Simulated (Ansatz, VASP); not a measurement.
Two plane-wave programs on HfO2

Contents of INCAR:

```
ALGO     = Normal         # electronic algorithm
EDIFF    = 1E-6           # SCF threshold, eV
ENCUT    = 520            # plane-wave cutoff, eV
GGA      = PE             # functional
ISIF     = 2              # what is computed and relaxed
ISMEAR   = 0              # smearing method
LASPH    = True           # aspherical terms in the spheres
LCHARG   = True           # write CHGCAR
LELF     = True           # ELF
LREAL    = False          # projectors in reciprocal space
LVHAR    = True         
LWAVE    = False          # write WAVECAR
NBANDS   = 31             # bands
NELM     = 60             # most SCF steps
PREC     = Accurate       # precision mode
SIGMA    = 0.05           # smearing width, eV
```

Contents of KPOINTS:

```
k-points
0
Gamma
  6 6 4
```

POSCAR

```
HfO2
1.0
    3.6944124334      0.0000000000      0.0000000000
    0.0000000000      3.6944124334      0.0000000000
    0.0000000000      0.0000000000      5.3955663338
Hf O
2 4
Direct
    0.5000000000      0.5000000000      0.5000000000
    0.0000000000      0.0000000000      0.0000000000
    0.0000000000      0.5000000000      0.6932521152
    0.5000000000      0.0000000000      0.8067478848
    0.5000000000      0.0000000000      0.3067478848
    0.0000000000      0.5000000000      0.1932521152
```

Input for Ansatz:

```yaml
crystal:
  lattice:
    - [3.6944124334, 0.0, 0.0]
    - [0.0, 3.6944124334, 0.0]
    - [0.0, 0.0, 5.3955663338]
  atoms:
    - { symbol: Hf, position: [0.5, 0.5, 0.5] }
    - { symbol: Hf, position: [0.0, 0.0, 0.0] }
    - { symbol: O, position: [0.0, 0.5, 0.6932521152] }
    - { symbol: O, position: [0.5, 0.0, 0.8067478848] }
    - { symbol: O, position: [0.5, 0.0, 0.3067478848] }
    - { symbol: O, position: [0.0, 0.5, 0.1932521152] }
basis:
  ecutwfc: 420
kpoints:
  mp_grid: { grid: [6, 6, 4] }
hamiltonian:
  xc: pbe
scf:
  occupations: { method: gaussian, width: 0.05 }
output:
  forces: true
  stress: true
  eigenvalues: true
```

Change from the starting cell: strain +0.025 along x and y, +0.025 along z, atoms carried along.

Alike in both runs: task single point; functional PBE; k mesh 6 × 6 × 4; occupations gaussian, width 0.05 eV; no spin polarisation.

|  | VASP | Ansatz |
| --- | --- | --- |
| version | VASP 6.6.1 | Ansatz 0.2.0 |
| potentials or method | VASP PAW PBE potentials, release 64 (Hf_pv, O), cutoff 520 eV | scalar-relativistic, plane waves, PAW |
| valence electrons in the cell | 44 | 76 |

Ansatz gave:

| Item | Value |
| --- | --- |
| gap on the k mesh at the Fermi level (eV) | 4.37 |
| least direct gap on the mesh (eV) | 4.43 |
| pressure (GPa) | -15.0 |
| traceless stress, the component that is largest in VASP (GPa) | 1.52 |
| rms of the force components (eV/Å) | 0.177 |

Q: What did VASP give for the same quantities?

A: gap on the k mesh at the Fermi level (eV): 4.34; least direct gap on the mesh (eV): 4.40; pressure (GPa): -17.6; traceless stress, the component that is largest in VASP (GPa): 1.67; rms of the force components (eV/Å): 0.202.

Atom by atom the forces differ by 0.025 eV/Å (rms over components). With one functional, cell and mesh, what is left measures potentials, basis and numerics. VASP's potentials hold 44 valence electrons a cell and Ansatz's 76, so a difference there can come from the potentials and not from the codes.

Neither program's run includes spin-orbit coupling.
